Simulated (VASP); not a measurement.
# AlNi (rocksalt type) (Fm-3m) in VASP: a series of runs

AlNi (rocksalt type) is run at these levels: PBEsol, revPBE; tasks: single point.

Everything below comes from runs of VASP 6.6.1. Logs are shortened: lines on timing, memory, paths and dates and some standing lists are left out, and cuts for length are marked.

### 1 The cell of the first run

The structure is cubic, space group Fm-3m (No. 225). Conventional cell: a = 4.303 Å, b = 4.303 Å, c = 4.303 Å, α = 90.00°, β = 90.00°, γ = 90.00°. Within 2.8 Å of Ni (site symmetry m-3m) lie 6 Al at 2.15 Å. Within 2.8 Å of Al (site symmetry m-3m) lie 6 Ni at 2.15 Å.

### 2 Single point, PBEsol

File INCAR:

```
SYSTEM = AlNi
PREC = Accurate
ENCUT = 520
EDIFF = 1E-7
ISMEAR = -1
SIGMA = 0.08
LREAL = .False.
LASPH = .True.
NELM = 100
ALGO = Normal
ISIF = 2
LWAVE = .False.
LCHARG = .False.
GGA = PS
NBANDS = 14
```

File KPOINTS:

```
Automatic mesh
0
Gamma
  14 14 14
  0 0 0
```

File POSCAR:

```
AlNi
1.0
    0.0000000000      2.1517374306      2.1517374306
    2.1517374306      0.0000000000      2.1517374306
    2.1517374306      2.1517374306      0.0000000000
Ni Al
1 1
Direct
    0.0000000000      0.0000000000      0.0000000000
    0.5000000000      0.5000000000      0.5000000000
```

Potentials or basis: VASP PAW PBE potentials, release 64 (Ni, Al).

Launch:

```console
cat potpaw_PBE.64/Ni/POTCAR potpaw_PBE.64/Al/POTCAR > POTCAR
mpirun -np 1 vasp_std > vasp.out
```

OUTCAR:

```text
SYSTEM = AlNi
   PREC = Accurate
   ENCUT = 520
   EDIFF = 1E-7
   ISMEAR = -1
   LREAL = .False.
   LASPH = .True.
   NELM = 100
   ISIF = 2
   GGA = PS

 ion  position               nearest neighbor table
   1  0.000  0.000  0.000-   2 2.15   2 2.15   2 2.15   2 2.15   2 2.15   2 2.15
   2  0.500  0.500  0.500-   1 2.15   1 2.15   1 2.15   1 2.15   1 2.15   1 2.15

  LATTYP: Found a face centered cubic cell.
 ALAT       =     4.3034748612

  Lattice vectors:

 A1 = (   0.0000000000,   2.1517374306,   2.1517374306)
 A2 = (   2.1517374306,   0.0000000000,   2.1517374306)
 A3 = (   2.1517374306,   2.1517374306,   0.0000000000)

Analysis of symmetry for initial positions (statically):
=====================================================================
 Subroutine PRICEL returns:
 Original cell was already a primitive cell.

 Routine SETGRP: Setting up the symmetry group for a
 face centered cubic supercell.

 Subroutine GETGRP returns: Found 48 space group operations
 (whereof 48 operations were pure point group operations)
 out of a pool of 48 trial point group operations.

The static configuration has the point symmetry O_h .

Analysis of symmetry for dynamics (positions and initial velocities):
=====================================================================
 Subroutine PRICEL returns:
 Original cell was already a primitive cell.

 Routine SETGRP: Setting up the symmetry group for a
 face centered cubic supercell.

 Subroutine GETGRP returns: Found 48 space group operations
 (whereof 48 operations were pure point group operations)
 out of a pool of 48 trial point group operations.

The dynamic configuration has the point symmetry O_h .

 Subroutine INISYM returns: Found 48 space group operations
 (whereof 48 operations are pure point group operations),
 and found     1 'primitive' translations

----------------------------------------------------------------------------------------

                                     Primitive cell

  volume of cell :      19.9250

  direct lattice vectors                    reciprocal lattice vectors
     0.000000000  2.151737431  2.151737431    -0.232370359  0.232370359  0.232370359
     2.151737431  0.000000000  2.151737431     0.232370359 -0.232370359  0.232370359
     2.151737431  2.151737431  0.000000000     0.232370359  0.232370359 -0.232370359

  length of vectors
     3.043016257  3.043016257  3.043016257     0.402477269  0.402477269  0.402477269

  position of ions in fractional coordinates (direct lattice)
     0.000000000  0.000000000  0.000000000
     0.500000000  0.500000000  0.500000000

  ion indices of the primitive-cell ions
   primitive index   ion index
                 1           1
                 2           2

----------------------------------------------------------------------------------------

 KPOINTS: Automatic mesh

Automatic generation of k-mesh.
 Grid dimensions read from file:
 generate k-points for:   14   14   14

 Generating k-lattice:

  Cartesian coordinates                     Fractional coordinates (reciprocal lattice)
    -0.016597883  0.016597883  0.016597883     0.071428571  0.000000000  0.000000000
     0.016597883 -0.016597883  0.016597883     0.000000000  0.071428571  0.000000000
     0.016597883  0.016597883 -0.016597883     0.000000000  0.000000000  0.071428571

  Length of vectors
     0.028748376  0.028748376  0.028748376

  Shift w.r.t. Gamma in fractional coordinates (k-lattice)
     0.000000000  0.000000000  0.000000000

 Subroutine IBZKPT returns following result:
 ===========================================

 Found    104 irreducible k-points:

 Following reciprocal coordinates:
            Coordinates               Weight
  0.000000  0.000000  0.000000      1.000000
  0.071429  0.000000  0.000000      8.000000
  0.142857  0.000000  0.000000      8.000000
  0.214286  0.000000  0.000000      8.000000
  0.285714  0.000000  0.000000      8.000000
  0.357143  0.000000  0.000000      8.000000
[... 16 lines left out ...]
  0.214286  0.142857  0.000000     24.000000
  0.285714  0.142857  0.000000     24.000000
 [... further k-points ...]
   k-points           NKPTS =    104   k-points in BZ     NKDIM =    104   number of bands    NBANDS=     14
   number of dos      NEDOS =    301   number of ions     NIONS =      2
   total plane-waves  NPLWV =  13824
   dimension x,y,z NGX =    24 NGY =   24 NGZ =   24
   dimension x,y,z NGXF=    48 NGYF=   48 NGZF=   48
   ions per type =               1   1
   NGX,Y,Z   is equivalent  to a cutoff of  13.11, 13.11, 13.11 a.u.
   NGXF,Y,Z  is equivalent  to a cutoff of  26.22, 26.22, 26.22 a.u.
 SYSTEM =  AlNi
   PREC   = accura    normal or accurate (medium, high low for compatibility)
   ISTART =      0    job   : 0-new  1-cont  2-samecut
   ICHARG =      2    charge: 1-file 2-atom 10-const
   ISPIN  =      1    spin polarized calculation?
   LNONCOLLINEAR =      F non collinear calculations
   LSORBIT =      F    spin-orbit coupling
   LASPH  =      T    aspherical Exc in radial PAW
   ENCUT  =  520.0 eV  38.22 Ry    6.18 a.u.   5.66  5.66  5.66*2*pi/ulx,y,z
   NELM   =    100;   NELMIN=  2; NELMDL= -5     # of ELM steps
   EDIFF  = 0.1E-06   stopping-criterion for ELM
   LREAL  =      F    real-space projection
   EDIFFG = 0.1E-05   stopping-criterion for IOM
   NSW    =      0    number of steps for IOM
   IBRION =     -1    ionic relax: 0-MD 1-quasi-New 2-CG
   NFREE  =      0    steps in history (QN), initial steepest desc. (CG)
   ISIF   =      2    stress and relaxation
   ISYM   =      2    0-nonsym 1-usesym 2-fastsym
   POTIM  = 0.5000    time-step for ionic-motion
   TEBEG  =    0.0;   TEEND  =   0.0 temperature during run
   PSTRESS=    0.0 pullay stress
   NELECT =      13.0000    total number of electrons
   NUPDOWN=      -1.0000    fix difference up-down
   EMIN   =  10.00;   EMAX   =-10.00  energy-range for DOS
   EFERMI =   0.00;   METHOD = LEGACY
   ISMEAR =    -1;   SIGMA  =   0.08  broadening in eV -4-tet -1-fermi 0-gaus
   EFERMI_NEDOS =   21; number of points for ismear=-14 and -15
   IALGO  =     38    algorithm
   IMIX   =      4    mixing-type and parameters
     AMIX     =   0.40;   BMIX     =  1.00
     AMIX_MAG =   1.60;   BMIX_MAG =  1.00
  volume/ion in A,a.u.               =       9.96        67.23
  Fermi-wavevector in a.u.,A,eV,Ry     =   1.419896  2.683215 27.430787  2.016106
  Thomas-Fermi vector in A             =   2.540869
   LORBIT       =      0    0 simple, 1 ext, 2 COOP (PROOUT), +10 PAW based schemes
   GGA     = PS    functional components
   LHFCALC =     F    Hartree Fock is set to
   AEXX    =    0.0000 exact exchange contribution
   IVDW    =     0    specifies the selected vdW correction
   LEPSILON=     F    determine dielectric tensor
   LRPA    =     F    only Hartree local field effects (RPA)
 non-spin polarized calculation
  energy-cutoff  :      520.00
  volume of cell :       19.92
 maximum number of plane-waves:       548
   NGX = 11   NGY = 11   NGZ = 11

 number of electron      12.9999993 magnetization

 Free energy of the ion-electron system (eV)
  ---------------------------------------------------
  ext. energy  EPLUGINS =         0.00000000
  ---------------------------------------------------
  free energy    TOTEN  =        -8.80533249 eV

  energy without entropy =       -8.78971260  energy(sigma->0) =       -8.79752255

 E-fermi :  12.7127     XC(G=0): -13.0132

 val. band max:       12.6613468269   @ k =  -0.3571   0.4286   0.2143
 cond. band min:      12.7493806597   @ k =  -0.2857   0.2143   0.0714
 fundamental gap:      0.0880338328
 Fermi energy:        12.7126904066

 k-point     1 :       0.0000    0.0000    0.0000
  band No.  band energies     occupation
      1       0.0996      2.00000
      2       9.1155      2.00000
      3       9.1155      2.00000
      4       9.1155      2.00000
      5       9.3304      2.00000
      6       9.3304      2.00000
      7      21.9324      0.00000
      8      21.9324      0.00000
      9      21.9324      0.00000
     10      24.8952      0.00000
     11      24.8952      0.00000
     12      24.8952      0.00000
     13      24.9531      0.00000
     14      30.7317      0.00000

 k-point     2 :       0.0714    0.0000    0.0000
  band No.  band energies     occupation
      1       0.2277      2.00000
      2       9.0581      2.00000
      3       9.1430      2.00000
      4       9.1430      2.00000
      5       9.3223      2.00000
      6       9.3223      2.00000
      7      20.8181      0.00000
      8      21.7969      0.00000
      9      21.7969      0.00000
     10      24.0556      0.00000
     11      25.1761      0.00000
     12      25.1761      0.00000
     13      26.8464      0.00000
     14      29.3537      0.00000

 k-point     3 :       0.1429    0.0000    0.0000
  band No.  band energies     occupation
      1       0.6090      2.00000
      2       8.8907      2.00000
      3       9.1365      2.00000
      4       9.1365      2.00000
      5       9.3882      2.00000
      6       9.3882      2.00000
      7      18.7048      0.00000
      8      21.4955      0.00000
      9      21.4955      0.00000
     10      23.8757      0.00000
     11      25.8069      0.00000
     12      25.8069      0.00000
     13      27.8648      0.00000
     14      27.8648      0.00000

 k-point     4 :       0.2143    0.0000    0.0000
  band No.  band energies     occupation
      1       1.2335      2.00000
      2       8.6194      2.00000
      3       9.0374      2.00000
      4       9.0374      2.00000
      5       9.5866      2.00000
      6       9.5866      2.00000
      7      16.5310      0.00000
      8      21.1578      0.00000
      9      21.1578      0.00000
     10      23.7702      0.00000
     11      25.7151      0.00000
     12      25.7151      0.00000
     13      27.6506      0.00000
     14      27.6506      0.00000

 k-point     5 :       0.2857    0.0000    0.0000
  band No.  band energies     occupation
      1       2.0827      2.00000
      2       8.2287      2.00000
      3       8.9145      2.00000
      4       8.9145      2.00000
      5       9.8406      2.00000
      6       9.8406      2.00000
      7      14.5534      0.00000
      8      20.8307      0.00000
      9      20.8307      0.00000
     10      23.6212      0.00000
     11      24.7693      0.00000
[... 276 lines left out ...]
 k-point    22 :       0.1429    0.1429    0.0000
  band No.  band energies     occupation
      1       0.7766      2.00000
      2       8.8318      2.00000
      3       9.0775      2.00000
      4       9.2959      2.00000
      5       9.2959      2.00000
      6       9.4281      2.00000
      7      19.6871      0.00000
      8      19.6871      0.00000
      9      21.6719      0.00000
     10      22.1288      0.00000
     11      24.5230      0.00000
     12      27.2058      0.00000
     13      27.2058      0.00000
     14      29.3094      0.00000

 k-point    23 :       0.2143    0.1429    0.0000
  band No.  band energies     occupation
      1       1.2330      2.00000
      2       8.6621      2.00000
      3       8.9279      2.00000
      4       9.2899      2.00000
      5       9.4362      2.00000
      6       9.5809      2.00000
      7      18.0809      0.00000
      8      19.0294      0.00000
      9      21.5880      0.00000
     10      22.5050      0.00000
     11      22.9541      0.00000
     12      27.5480      0.00000
     13      27.8760      0.00000
     14      30.6654      0.00000

 k-point    24 :       0.2857    0.1429    0.0000
  band No.  band energies     occupation
      1       1.9235      2.00000
      2       8.4090      2.00000
      3       8.7615      2.00000
      4       9.1929      2.00000
      5       9.6545      2.00000
      6       9.8342      2.00000
      7      16.0176      0.00000
      8      18.5531      0.00000
      9      21.0359      0.00000
     10      21.8284      0.00000
     11      23.8536      0.00000
     12      27.5399      0.00000
     13      27.7818      0.00000
     14      30.7836      0.00000

 [... further k-points ...]

------------------------ aborting loop because EDIFF is reached ----------------------------------------

  FORCE on cell =-STRESS in cart. coord.  units (eV):
  Direction    XX          YY          ZZ          XY          YZ          ZX
  --------------------------------------------------------------------------------------
  -------------------------------------------------------------------------------------
  Total        9.8818846      9.8818846      9.8818846     -0.0000000     -0.0000000      0.0000000
  in kB      794.6072793    794.6072793    794.6072793     -0.0000000     -0.0000000      0.0000000
  external PRESSURE =     794.6072793 kB  Pullay stress =       0.0000000 kB

 VOLUME and BASIS-vectors are now :
 -----------------------------------------------------------------------------
  energy-cutoff  :      520.00
  volume of cell :       19.92
      direct lattice vectors                 reciprocal lattice vectors
     0.000000000  2.151737431  2.151737431    -0.232370359  0.232370359  0.232370359
     2.151737431  0.000000000  2.151737431     0.232370359 -0.232370359  0.232370359
     2.151737431  2.151737431  0.000000000     0.232370359  0.232370359 -0.232370359

 POSITION                                       TOTAL-FORCE (eV/Angst)
 -----------------------------------------------------------------------------------
      0.00000      0.00000      0.00000         0.000000      0.000000      0.000000
      2.15174      2.15174      2.15174        -0.000000     -0.000000     -0.000000
 -----------------------------------------------------------------------------------
    total drift:                                0.000000     -0.000000     -0.000000

  FREE ENERGIE OF THE ION-ELECTRON SYSTEM (eV)
  ---------------------------------------------------
  free  energy   TOTEN  =        -8.8053324893 eV

  energy  without entropy=       -8.7897126023  energy(sigma->0) =       -8.79752255
```

Wall time 14 s (1 thread of AMD EPYC 9R45 (Zen 5), shared host); peak memory 0.12 GiB.

Results:

```yaml
Free_energy: -8.8053 eV
Pressure: 79.5 GPa
```

Levels at points of the mesh, in eV from the Fermi level:
| k point | band 4 | band 5 | band 6 | band 7 | band 8 | band 9 |
| --- | --- | --- | --- | --- | --- | --- |
| (0.00, 0.00, 0.00) | -3.60 | -3.38 | -3.38 | 9.22 | 9.22 | 9.22 |
| (0.50, 0.00, 0.00) | -4.01 | -2.37 | -2.37 | -1.12 | 7.51 | 7.51 |
| (0.50, 0.50, 0.00) | -2.85 | -2.11 | -2.11 | -0.24 | 2.01 | 2.01 |

Caveat: the PAW data sets were made with another functional, which shifts forces and pressure a little. Spin polarisation is off, so any magnetic state and its effect on volume and gap are missing.

### 3 Single point, revPBE

File INCAR:

```
  PREC = Accurate
  ENCUT = 520
  EDIFF = 1E-6
  ISMEAR = -4
  SIGMA = 0.1
  LREAL = F
  LASPH = T
  NELM = 80
  ALGO = Normal
  ISIF = 2
  LWAVE = F
  LCHARG = T
  GGA = RE
  LELF = T
  LVHAR = T
  NBANDS = 14
```

File KPOINTS:

```
Automatic mesh
0
Gamma
  14 14 14
```

POSCAR is that of step 2.

Potentials or basis: VASP PAW PBE potentials, release 64 (Ni, Al).

Launch:

```console
cat potpaw_PBE.64/Ni/POTCAR potpaw_PBE.64/Al/POTCAR > POTCAR
mpirun -np 1 vasp_std > vasp.out
```

It took 15 s on 1 thread of AMD EPYC 9R45 (Zen 5), shared host; peak memory 0.13 GiB.

Results (log left out):

| Quantity | Value |
| --- | --- |
| Free energy | -6.7763 eV |
| Pressure | 90.3 GPa |

Levels at points of the mesh, in eV from the Fermi level:
| k point | band 2 | band 3 | band 4 | band 5 | band 6 | band 7 | band 8 | band 9 | band 10 | band 11 |
| --- | --- | --- | --- | --- | --- | --- | --- | --- | --- | --- |
| (0.00, 0.00, 0.00) | -3.64 | -3.64 | -3.64 | -3.41 | -3.41 | 9.24 | 9.24 | 9.24 | 12.10 | 12.10 |
| (0.50, 0.00, 0.00) | -6.71 | -4.04 | -4.04 | -2.41 | -2.41 | -1.16 | 7.50 | 7.50 | 10.49 | 10.63 |
| (0.50, 0.50, 0.00) | -5.20 | -5.06 | -2.88 | -2.16 | -2.16 | -0.25 | 1.98 | 1.98 | 7.17 | 8.90 |

Caveat: the PAW data sets were made with another functional, which shifts forces and pressure a little.
